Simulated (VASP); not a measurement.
Wanted: the native input for a VASP 6.6.1 run.

```
Task                   : single point
Functional             : PBE
Potentials or basis    : VASP PAW PBE potentials, release 64 (Zn, S)
Cutoff                 : 520 eV
k mesh                 : 9 × 9 × 9
Occupations            : tetrahedron
Spin                   : collinear spin
Starting moments       : [0.58, 0.0] μB
Dipole correction      : no
Further INCAR settings : ALGO = Normal; EDIFF = 1e-07; NBANDS = 20
```

The structure of ZnS lies in POSCAR:

```
ZnS
1.0
    0.0000000000      2.6468416657      2.6468416657
    2.6468416657      0.0000000000      2.6468416657
    2.6468416657      2.6468416657      0.0000000000
Zn S
1 1
Direct
    0.7500000000      0.7500000000      0.7500000000
    0.0000000000      0.0000000000      0.0000000000
```

The input as run:

INCAR

```
SYSTEM = ZnS
PREC = Accurate
ENCUT = 520
EDIFF = 1E-7
ISMEAR = -5
SIGMA = 0.05
LREAL = .False.
LASPH = .True.
NELM = 150
ALGO = Normal
ISIF = 2
LWAVE = .False.
LCHARG = .False.
ISPIN = 2
MAGMOM = 0.58 0
LORBIT = 11
GGA = PE
NBANDS = 20
```

KPOINTS

```
regular mesh
0
Gamma
  9 9 9
  0 0 0
```

Potentials or basis: VASP PAW PBE potentials, release 64 (Zn, S).

Command:

```console
$ cat potpaw_PBE.64/Zn/POTCAR potpaw_PBE.64/S/POTCAR > POTCAR
$ mpirun -np 1 vasp_std > vasp.out
```

It gave:

```json
{
 "Pressure": "7.2 GPa",
 "Band gap on the k mesh": "2.39 eV",
 "Net moment": "0.00 μB per cell",
 "Valence electrons inside the program's atomic spheres": "Zn 10.88; S 3.78"
}
```

Caveat: the cell stands under pressure.

Wall time 110 s on 1 thread of Intel Xeon 8259CL, on a shared host, peak memory 0.19 GiB.
